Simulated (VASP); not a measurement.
# PdC18 in VASP: notebook, part 2 of 3

VASP 6.6.1.

## Step 5: Single point, PBE+D3(BJ)

The input, INCAR:

```
SYSTEM = PdC18
PREC = Accurate
ENCUT = 520
EDIFF = 1E-6
ISMEAR = 0
SIGMA = 0.02
LREAL = Auto
LASPH = .TRUE.
NELM = 60
ALGO = Normal
ISIF = 2
LWAVE = .FALSE.
LCHARG = .FALSE.
GGA = PE
IVDW = 12
NBANDS = 56
```

The input, KPOINTS:

```
Automatic mesh
0
G
  2 2 1
  0 0 0
```

The input, POSCAR:

```
PdC18
1.0
    7.3980000000      0.0000000000      0.0000000000
   -3.6990000000      6.4068560000      0.0000000000
    0.0000000000      0.0000000000     12.0000000000
C Pd
18 1
Direct
   -0.0026712739     -0.0054131075      0.0926569167
    0.2202328846      0.1058723655      0.0860919167
   -0.0021584711      0.3315262587      0.0828904167
    0.2190870577      0.4392127746      0.0801845000
   -0.0032682698      0.6625048230      0.0818215000
    0.2186848944      0.7722043386      0.0826096667
    0.3300196038     -0.0042051827      0.0832731667
    0.5514518017      0.1056232573      0.0827997500
    0.3302578327      0.3291680038      0.0813852500
    0.5520402085      0.4386738207      0.0795000000
    0.3299700845      0.6622653919      0.0805354167
    0.5514820517      0.7712011945      0.0813487500
    0.6610640673     -0.0050840849      0.0861982500
    0.8849955508      0.1070713935      0.0910975833
    0.6633323725      0.3288672322      0.0812515000
    0.8853695244      0.4390426443      0.0808664167
    0.6630836372      0.6618528651      0.0793660000
    0.8845649539      0.7705278533      0.0838516667
    0.8979900732      1.0487014224      0.2622705833
```

Potentials or basis: VASP PAW PBE potentials, release 64 (C, Pd).

The run is started by

```console
> cat potpaw_PBE.64/C/POTCAR potpaw_PBE.64/Pd/POTCAR > POTCAR
> mpirun -np 1 vasp_std > vasp.out
```

OUTCAR:

```text
SYSTEM = PdC18
   PREC = Accurate
   ENCUT = 520
   EDIFF = 1E-6
   ISMEAR = 0
   LREAL = Auto
   LASPH = .TRUE.
   NELM = 60
   ISIF = 2
   GGA = PE
   IVDW = 12
 IVDW          = 12

 ion  position               nearest neighbor table
   1  0.997  0.995  0.093-   2 1.43  18 1.44  14 1.44  19 2.27
   2  0.220  0.106  0.086-   7 1.41   1 1.43   9 1.43
   3  0.998  0.332  0.083-  16 1.41   4 1.42  14 1.44
   4  0.219  0.439  0.080-   9 1.42   3 1.42  11 1.43
   5  0.997  0.663  0.082-  18 1.41   6 1.42  16 1.43
   6  0.219  0.772  0.083-  11 1.42   5 1.42   7 1.43
[... 454 lines left out ...]
  Total       0.60870     7.18261    -0.11620     1.31277     0.00513     0.27472
  in kB       1.71463    20.23262    -0.32732     3.69794     0.01446     0.77387
  external pressure =        7.21 kB  Pullay stress =        0.00 kB

 VOLUME and BASIS-vectors are now :
 -----------------------------------------------------------------------------
  energy-cutoff  :      520.00
  volume of cell :      568.78
      direct lattice vectors                 reciprocal lattice vectors
     7.398000000  0.000000000  0.000000000     0.135171668  0.078041398  0.000000000
    -3.699000000  6.406856000  0.000000000     0.000000000  0.156082796  0.000000000
     0.000000000  0.000000000 12.000000000     0.000000000  0.000000000  0.083333333

 POSITION                                       TOTAL-FORCE (eV/Angst)
 -----------------------------------------------------------------------------------
      3.69926      6.37217      1.11188        -0.003655     -0.003149      0.022276
      1.23766      0.67831      1.03310        -0.003412      0.014142      0.003339
      6.15572      2.12404      0.99469        -0.005982      0.002324      0.000249
     -0.00384      2.81397      0.96221        -0.002122      0.001221     -0.009426
      4.92322      4.24457      0.98186        -0.005013     -0.010646      0.000896
     -1.23855      4.94740      0.99132        -0.003941     -0.001314     -0.000967
[... 11 lines left out ...]
      3.69383      4.93666      1.00622        -0.006415     -0.004486      0.003991
      6.46318      0.31202      3.14725         0.125690      0.000986      0.033265
 -----------------------------------------------------------------------------------
    total drift:                                0.020168     -0.012959      0.025531

  FREE ENERGIE OF THE ION-ELECTRON SYSTEM (eV)
  ---------------------------------------------------
  free  energy   TOTEN  =      -170.1462512465 eV

  energy  without entropy=     -170.1462378148  energy(sigma->0) =     -170.14624453
```

OSZICAR:

```text
N       E                     dE             d eps       ncg     rms          rms(c)
DAV:   1     0.657043981804E+03    0.65704E+03   -0.33371E+04   448   0.117E+03
DAV:   2    -0.804416977571E+02   -0.73749E+03   -0.70386E+03   664   0.279E+02
DAV:   3    -0.179434701515E+03   -0.98993E+02   -0.97699E+02   552   0.106E+02
[... 17 lines left out ...]
DAV:  21    -0.168265557317E+03   -0.12321E-04   -0.52809E-06   336   0.410E-03    0.154E-03
DAV:  22    -0.168265573347E+03   -0.16030E-04   -0.23326E-06   336   0.279E-03    0.112E-03
DAV:  23    -0.168265582148E+03   -0.88004E-05   -0.16130E-06   336   0.193E-03    0.789E-04
DAV:  24    -0.168265584961E+03   -0.28132E-05   -0.42838E-07   336   0.117E-03    0.490E-04
DAV:  25    -0.168265585402E+03   -0.44172E-06   -0.95360E-08   336   0.755E-04
   1 F= -.17014625E+03 E0= -.17014624E+03  d E =-.134317E-04
```

It took 2.9 min on 1 thread of AMD EPYC 9R45 (Zen 5), shared host; peak memory 0.56 GiB.

Results:

```
Free energy                : -170.1463 eV
Largest force              : 0.130 eV/Å
Band gap on the k mesh     : 0.10 eV
Dispersion energy per atom : -0.099 eV
```

Forces in eV/Å, atoms in the order of the input:
```
C   -0.004 -0.003  0.022
C   -0.003  0.014  0.003
C   -0.006  0.002  0.000
C   -0.002  0.001 -0.009
C   -0.005 -0.011  0.001
C   -0.004 -0.001 -0.001
C   -0.013 -0.001 -0.005
C   -0.006  0.001 -0.012
C   -0.013  0.007 -0.002
C   -0.002  0.002 -0.001
C   -0.008 -0.015 -0.003
C    0.000  0.001 -0.010
C   -0.015 -0.006 -0.017
C   -0.012  0.019 -0.009
C   -0.010 -0.006  0.001
C    0.001  0.002  0.000
C   -0.017 -0.003  0.004
C   -0.006 -0.004  0.004
Pd   0.126  0.001  0.033
```

Levels at points of the mesh, in eV from the valence-band top:
| k point | band 37 | band 38 | band 39 | band 40 | band 41 | band 42 | band 43 | band 44 | band 45 | band 46 |
| --- | --- | --- | --- | --- | --- | --- | --- | --- | --- | --- |
| (0.00, 0.00, 0.00) | -1.65 | -1.48 | -1.47 | -0.12 | 0.00 | 0.10 | 0.25 | 0.90 | 3.40 | 4.16 |
| (0.50, 0.00, 0.00) | -1.59 | -1.53 | -1.47 | -1.29 | -1.07 | 0.94 | 1.58 | 2.34 | 2.40 | 2.44 |
| (0.00, 0.50, 0.00) | -1.60 | -1.54 | -1.49 | -1.27 | -1.08 | 0.95 | 1.66 | 2.38 | 2.40 | 2.44 |
| (0.50, 0.50, 0.00) | -1.61 | -1.54 | -1.34 | -1.24 | -1.16 | 0.88 | 1.60 | 2.31 | 2.40 | 2.43 |

Caveat: the k points lie up to 0.49 Å⁻¹ apart; there is no dipole correction, which matters where the two faces differ.

[end of part 2 of 3]
